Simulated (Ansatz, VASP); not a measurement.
**Bi: VASP beside Ansatz**

File INCAR:

```
SYSTEM = Bi
ALGO     = Normal         ! electronic algorithm
EDIFF    = 1E-6           ! SCF threshold, eV
ENCUT    = 500            ! plane-wave cutoff, eV
GGA      = PS             ! functional
GGA_COMPAT= .False.      
ISIF     = 2              ! what is computed and relaxed
ISMEAR   = 0              ! smearing method
LASPH    = .True.         ! aspherical terms in the spheres
LCHARG   = .False.        ! write CHGCAR
LREAL    = .False.        ! projectors in reciprocal space
LWAVE    = .False.        ! write WAVECAR
NBANDS   = 22             ! bands
NELM     = 120            ! most SCF steps
PREC     = Accurate       ! precision mode
SIGMA    = 0.15           ! smearing width, eV
```

Contents of KPOINTS:

```
k-points
0
Gamma
  12 12 6
  0 0 0
```

The input POSCAR:

```
Bi
1.0
    4.8894898519      0.0000000000      0.0000000000
   -2.4447449260      4.2344224232      0.0000000000
    0.0000000000      0.0000000000     10.1939231794
Bi
2
Direct
    0.3333333333      0.6666666667      0.2500000000
    0.6666666667      0.3333333333      0.7500000000
```

Input for Ansatz:

```yaml
crystal:
  lattice:
    - [4.8894898519, 0.0, 0.0]
    - [-2.444744926, 4.2344224232, 0.0]
    - [0.0, 0.0, 10.1939231794]
  atoms:
    - { symbol: Bi, position: [0.3333333333, 0.6666666667, 0.25] }
    - { symbol: Bi, position: [0.6666666667, 0.3333333333, 0.75] }
basis:
  ecutwfc: 420
kpoints:
  mp_grid: { grid: [12, 12, 6] }
hamiltonian:
  xc: pbesol
scf:
  occupations: { method: gaussian, width: 0.15 }
output:
  forces: true
  stress: true
  eigenvalues: true
```

Alike in both runs: task single point; functional PBEsol; k mesh 12 × 12 × 6; occupations gaussian, width 0.15 eV; no spin polarisation.

|  | VASP | Ansatz |
| --- | --- | --- |
| version | VASP 6.6.1 | Ansatz 0.2.0 |
| potentials or method | VASP PAW PBE potentials, release 64 (Bi_d), cutoff 500 eV | scalar-relativistic, plane waves, PAW |
| valence electrons in the cell | 30 | 30 |

Ansatz gave:

```
gap on the k mesh at the Fermi level (eV)                     : none
pressure (GPa)                                                : -3.2
traceless stress, the component that is largest in VASP (GPa) : 1.67
```

Q: Which values does VASP return?

A: gap on the k mesh at the Fermi level (eV): none; pressure (GPa): -3.3; traceless stress, the component that is largest in VASP (GPa): 1.67.

VASP's potentials were made for PBE, not for PBEsol. A gap of «none» marks a metal or a gap that the smearing closes.

Neither program's run includes spin-orbit coupling.
